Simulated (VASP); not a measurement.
Input of a VASP 6.6.1 run:

The input INCAR:

```
  PREC = Accurate
  ENCUT = 520
  EDIFF = 1E-7
  ISMEAR = -1
  SIGMA = 0.01
  LREAL = Auto
  LASPH = True
  NELM = 80
  ALGO = Normal
  ISIF = 2
  LWAVE = False
  LCHARG = False
  GGA = PE
  NELECT = 178.0
  NBANDS = 108
```

The input KPOINTS:

```
Automatic mesh
0
Gamma
  1 1 1
```

Contents of POSCAR:

```
LiHf8O16
1.0
   -0.8929106200      5.2124939800      5.2775973300
    4.2687115500      0.0000000000      5.2725637200
    5.1616221700      5.2124939800     -0.0050336100
Hf O Li
8 16 1
Direct
    0.4450523020      0.2620983590      0.0121089959
    0.9235844344      0.7672867056      0.5225896577
    0.0121424591      0.7801517623      0.9443164044
    0.5083641027      0.2823370440      0.4448771794
    0.0530529789      0.2402391880      0.4842899544
    0.5647806321      0.7303502686      0.9791118232
    0.4865220403      0.7203457524      0.5656207052
    0.9844785354      0.2204651627      0.0535481561
    0.1376070352      0.8409997555      0.5954870126
    0.6338238532      0.3450425591      0.1067522756
    0.1072887288      0.4135384253      0.1313220469
    0.5986034805      0.9181834536      0.6390452411
    0.3651764443      0.6561869180      0.8938725261
    0.8627265526      0.1568902833      0.3930184168
    0.3888931884      0.0862372877      0.3678949668
    0.8928566633      0.5831826976      0.8632884507
    0.2995560096      0.0146911128      0.0600078185
    0.7958869400      0.5226088235      0.5604647715
    0.0595792917      0.1183264007      0.7963395859
    0.5471374458      0.6277191287      0.3011901526
    0.1982984722      0.4938918135      0.4357181971
    0.7014135081      0.9753977850      0.9400966785
    0.4422903658      0.3783917678      0.7016205647
    0.9414382292      0.8783461766      0.2011661890
    0.2697059264      0.7956383646      0.3169221285
```

Potentials or basis: VASP PAW PBE potentials, release 64 (Hf_pv, O, Li_sv).

The run is started by

```console
$ cat potpaw_PBE.64/Hf_pv/POTCAR potpaw_PBE.64/O/POTCAR potpaw_PBE.64/Li_sv/POTCAR > POTCAR
$ mpirun -np 1 vasp_gam > vasp.out
```

Question: Predict the largest force.

Answer: 0.083 eV/Å.

Forces in eV/Å, atoms in the order of the input:
```
Hf  -0.028 -0.041 -0.031
Hf  -0.024 -0.023 -0.058
Hf   0.045 -0.026  0.035
Hf   0.035 -0.024  0.042
Hf   0.032  0.029  0.028
Hf   0.000  0.014  0.055
Hf  -0.006  0.056 -0.051
Hf  -0.028  0.017 -0.043
O    0.061  0.012 -0.012
O    0.061  0.001 -0.015
O   -0.056  0.008  0.017
O   -0.080  0.017  0.011
O   -0.073 -0.006  0.038
O   -0.053  0.001  0.019
O    0.062 -0.002 -0.016
O    0.058 -0.025 -0.027
O   -0.027 -0.044  0.063
O   -0.006 -0.025  0.056
O    0.023 -0.029 -0.039
O   -0.018  0.013 -0.036
O    0.010  0.039 -0.039
O    0.019  0.028 -0.041
O   -0.021  0.018  0.041
O   -0.013  0.014  0.048
Li   0.028 -0.020 -0.045
```

Caveat: the k points lie up to 1.11 Å⁻¹ apart; the cell carries a net charge on a neutralising background, which shifts energy and pressure.
